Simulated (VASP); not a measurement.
# RbTe4 (P-6c2) in VASP: single point with PBE

Aim: the single point of RbTe4 with PBE.

All numbers are computed with VASP 6.6.1; they aren't measurements. Logs are shortened: lines on timing, memory, paths and dates and some standing lists are left out, and cuts for length are marked.

## 1. The cell of the first run

Symmetry: P-6c2, No. 188, hexagonal system. Conventional cell: a = 7.239 Å, b = 7.239 Å, c = 8.344 Å, α = 90.00°, β = 90.00°, γ = 120.00°. Within 4.9 Å of Rb (site symmetry 32) lie 15 Te at 3.76 to 4.62 Å and 2 Rb at 4.17 Å. Te (site symmetry m) has 6 Te at 3.15 to 4.10 Å and 2 Rb at 3.76 Å within 4.1 Å. Te (site symmetry 32) has 8 Te at 3.15 to 4.17 Å and 3 Rb at 4.18 Å within 4.2 Å.

The cell was generated, and may not be a known phase.

## 2. Single point, PBE

INCAR reads:

```
SYSTEM = RbTe4
PREC     = Accurate       ! precision mode
ENCUT    = 520            ! plane-wave cutoff, eV
EDIFF    = 1E-6           ! SCF threshold, eV
ISMEAR   = 0              ! smearing method
SIGMA    = 0.1            ! smearing width, eV
LREAL    = .FALSE.        ! projectors in reciprocal space
LASPH    = .TRUE.         ! aspherical terms in the spheres
NELM     = 100            ! most SCF steps
ALGO     = Normal         ! electronic algorithm
ISIF     = 2              ! what is computed and relaxed
LWAVE    = .FALSE.        ! write WAVECAR
LCHARG   = .FALSE.        ! write CHGCAR
GGA      = PE             ! functional
NBANDS   = 44             ! bands
```

KPOINTS reads:

```
regular mesh
0
G
  6 6 6
  0 0 0
```

POSCAR reads:

```
RbTe4
1.0
    7.2388910018      0.0000000000      0.0000000000
   -3.6194455009      6.2690635028      0.0000000000
    0.0000000000      0.0000000000      8.3438080725
Rb Te
2 8
Direct
    0.6666666667      0.3333333333      0.0000000000
    0.6666666667      0.3333333333      0.5000000000
    0.0804496365      0.7826584288      0.7500000000
    0.2173415712      0.2977912078      0.7500000000
    0.7022087922      0.9195503635      0.7500000000
    0.7022087922      0.7826584288      0.2500000000
    0.2173415712      0.9195503635      0.2500000000
    0.0804496365      0.2977912078      0.2500000000
    0.3333333333      0.6666666667      0.5000000000
    0.3333333333      0.6666666667      0.0000000000
```

Potentials or basis: VASP PAW PBE potentials, release 64 (Rb_sv, Te).

On the command line:

```sh
> cat potpaw_PBE.64/Rb_sv/POTCAR potpaw_PBE.64/Te/POTCAR > POTCAR
> mpirun -np 1 vasp_std > vasp.out
```

OUTCAR:

```text
SYSTEM = RbTe4
   PREC = Accurate
   ENCUT = 520
   EDIFF = 1E-6
   ISMEAR = 0
   LREAL = .FALSE.
   LASPH = .TRUE.
   NELM = 100
   ISIF = 2
   GGA = PE

 ion  position               nearest neighbor table
   1  0.667  0.333  0.000-   8 3.76   5 3.76   7 3.76   3 3.76   4 3.76   6 3.76   2 4.17   2 4.17
                            10 4.18  10 4.18  10 4.18   4 4.62   6 4.62   3 4.62   7 4.62   8 4.62
   2  0.667  0.333  0.500-   8 3.76   5 3.76   7 3.76   3 3.76   4 3.76   6 3.76   1 4.17   1 4.17
                             9 4.18   9 4.18   9 4.18   4 4.62   6 4.62   3 4.62   7 4.62   8 4.62
   3  0.080  0.783  0.750-   9 3.15  10 3.15   5 3.35   4 3.35   2 3.76   1 3.76   1 4.62   2 4.62

   4  0.217  0.298  0.750-   9 3.15  10 3.15   5 3.35   3 3.35   1 3.76   2 3.76   2 4.62   1 4.62

   5  0.702  0.920  0.750-   9 3.15  10 3.15   3 3.35   4 3.35   2 3.76   1 3.76   1 4.62   2 4.62
[... 7 lines left out ...]
   9  0.333  0.667  0.500-   3 3.15   6 3.15   7 3.15   5 3.15   8 3.15   4 3.15   2 4.18   2 4.18
                             2 4.18
  10  0.333  0.667  0.000-   3 3.15   6 3.15   7 3.15   5 3.15   8 3.15   4 3.15   1 4.18   1 4.18
                             1 4.18

  LATTYP: Found a hexagonal cell.
 ALAT       =     7.2388910018
 C/A-ratio  =     1.1526362354

  Lattice vectors:

 A1 = (   7.2388910018,   0.0000000000,   0.0000000000)
 A2 = (  -3.6194455009,   6.2690635028,   0.0000000000)
 A3 = (   0.0000000000,   0.0000000000,   8.3438080725)

Analysis of symmetry for initial positions (statically):
=====================================================================
 Subroutine PRICEL returns:
 Original cell was already a primitive cell.

 Routine SETGRP: Setting up the symmetry group for a
 hexagonal supercell.

 Subroutine GETGRP returns: Found 12 space group operations
 (whereof  6 operations were pure point group operations)
 out of a pool of 24 trial point group operations.

The static configuration has the point symmetry D_3 .
 The point group associated with its full space group is D_3h.

Analysis of symmetry for dynamics (positions and initial velocities):
=====================================================================
 Subroutine PRICEL returns:
 Original cell was already a primitive cell.

 Routine SETGRP: Setting up the symmetry group for a
 hexagonal supercell.

 Subroutine GETGRP returns: Found 12 space group operations
 (whereof  6 operations were pure point group operations)
[... 120 lines left out ...]
   LREAL  =      F    real-space projection
[... 7 lines left out ...]
   TEBEG  =    0.0;   TEEND  =   0.0 temperature during run
   PSTRESS=    0.0 pullay stress
   NELECT =      66.0000    total number of electrons
   NUPDOWN=      -1.0000    fix difference up-down
   EMIN   =  10.00;   EMAX   =-10.00  energy-range for DOS
   EFERMI =   0.00;   METHOD = LEGACY
   ISMEAR =     0;   SIGMA  =   0.10  broadening in eV -4-tet -1-fermi 0-gaus
   EFERMI_NEDOS =   21; number of points for ismear=-14 and -15
   IALGO  =     38    algorithm
   IMIX   =      4    mixing-type and parameters
     AMIX     =   0.40;   BMIX     =  1.00
     AMIX_MAG =   1.60;   BMIX_MAG =  1.00
  volume/ion in A,a.u.               =      37.87       255.53
  Fermi-wavevector in a.u.,A,eV,Ry     =   0.914485  1.728126 11.378312  0.836282
  Thomas-Fermi vector in A             =   2.039117
   LORBIT       =      0    0 simple, 1 ext, 2 COOP (PROOUT), +10 PAW based schemes
   GGA     = PE    functional components
   LHFCALC =     F    Hartree Fock is set to
   AEXX    =    0.0000 exact exchange contribution
   IVDW    =     0    specifies the selected vdW correction
   LEPSILON=     F    determine dielectric tensor
   LRPA    =     F    only Hartree local field effects (RPA)
 non-spin polarized calculation
 Gauss-broadening in eV      SIGMA  =   0.10
  energy-cutoff  :      520.00
  volume of cell :      378.65
 maximum number of plane-waves:     10232
 NGX is ok and might be reduce to    54
   NGX = 27   NGY = 27   NGZ = 31

 number of electron      65.9999995 magnetization

 Free energy of the ion-electron system (eV)
  ---------------------------------------------------
  ext. energy  EPLUGINS =         0.00000000
  ---------------------------------------------------
  free energy    TOTEN  =       -28.45724310 eV

  energy without entropy =      -28.41824724  energy(sigma->0) =      -28.43774517

 E-fermi :   4.0391     XC(G=0):  -8.4251

 val. band max:        4.0206922169   @ k =   0.5000  -0.0000   0.3333
 cond. band min:       4.0455798785   @ k =   0.3333  -0.0000   0.5000
 fundamental gap:      0.0248876617
 Fermi energy:         4.0390713672

 k-point     1 :       0.0000    0.0000    0.0000
  band No.  band energies     occupation
      1     -23.0967      2.00000
      2     -23.0799      2.00000
      3      -8.8829      2.00000
      4      -7.6814      2.00000
      5      -7.4423      2.00000
      6      -7.2839      2.00000
[... 1117 lines left out ...]
     43       8.7350      0.00000
     44       8.7351      0.00000

 [... further k-points ...]

------------------------ aborting loop because EDIFF is reached ----------------------------------------

  FORCE on cell =-STRESS in cart. coord.  units (eV):
  Direction    XX          YY          ZZ          XY          YZ          ZX
  --------------------------------------------------------------------------------------
  -------------------------------------------------------------------------------------
  Total       -0.0372998     -0.0372998     -0.0276113      0.0000000      0.0000000     -0.0000000
  in kB       -0.1578258     -0.1578258     -0.1168310      0.0000000      0.0000000     -0.0000000
  external PRESSURE =      -0.1441609 kB  Pullay stress =       0.0000000 kB

 VOLUME and BASIS-vectors are now :
 -----------------------------------------------------------------------------
  energy-cutoff  :      520.00
  volume of cell :      378.65
      direct lattice vectors                 reciprocal lattice vectors
     7.238891002  0.000000000  0.000000000     0.138142707  0.079756729  0.000000000
    -3.619445501  6.269063503  0.000000000     0.000000000  0.159513458  0.000000000
     0.000000000  0.000000000  8.343808072     0.000000000  0.000000000  0.119849353

 POSITION                                       TOTAL-FORCE (eV/Angst)
 -----------------------------------------------------------------------------------
      3.61945      2.08969      0.00000        -0.000000      0.000000      0.000000
      3.61945      2.08969      4.17190        -0.000000      0.000000      0.000000
     -2.25042      4.90654      6.25786        -0.000238      0.004774     -0.000000
      0.49547      1.86687      6.25786        -0.004015     -0.002594      0.000000
      1.75495      5.76472      6.25786         0.004254     -0.002181     -0.000000
      2.25042      4.90654      2.08595         0.000238      0.004774     -0.000000
     -1.75495      5.76472      2.08595        -0.004254     -0.002181     -0.000000
     -0.49547      1.86687      2.08595         0.004015     -0.002594     -0.000000
     -0.00000      4.17938      4.17190        -0.000000      0.000000      0.000000
     -0.00000      4.17938      0.00000        -0.000000      0.000000      0.000000
 -----------------------------------------------------------------------------------
    total drift:                                0.000001     -0.000001     -0.000000

  FREE ENERGIE OF THE ION-ELECTRON SYSTEM (eV)
  ---------------------------------------------------
  free  energy   TOTEN  =       -28.4572430958 eV

  energy  without entropy=      -28.4182472397  energy(sigma->0) =      -28.43774517
```

It took 11 min on 1 thread of Intel Xeon Platinum 8375C at 2.90GHz (Ice Lake), shared host; peak memory 0.66 GiB.

What came out:

```
Free energy            : -28.4572 eV
Pressure               : 0.0 GPa
Largest force          : 0.005 eV/Å
Band gap on the k mesh : zero (bands 33 and 34 overlap by 0.78 eV)
```

Forces on the atoms (eV/Å):
```
Rb   0.000  0.000  0.000
Rb   0.000  0.000  0.000
Te   0.000  0.005  0.000
Te  -0.004 -0.003  0.000
Te   0.004 -0.002  0.000
Te   0.000  0.005  0.000
Te  -0.004 -0.002  0.000
Te   0.004 -0.003  0.000
Te   0.000  0.000  0.000
Te   0.000  0.000  0.000
```

Caveat: spin-orbit coupling is left out, which moves the levels of the heavy elements.

The gap in the log of VASP goes by the Fermi energy; the results here count the filled bands.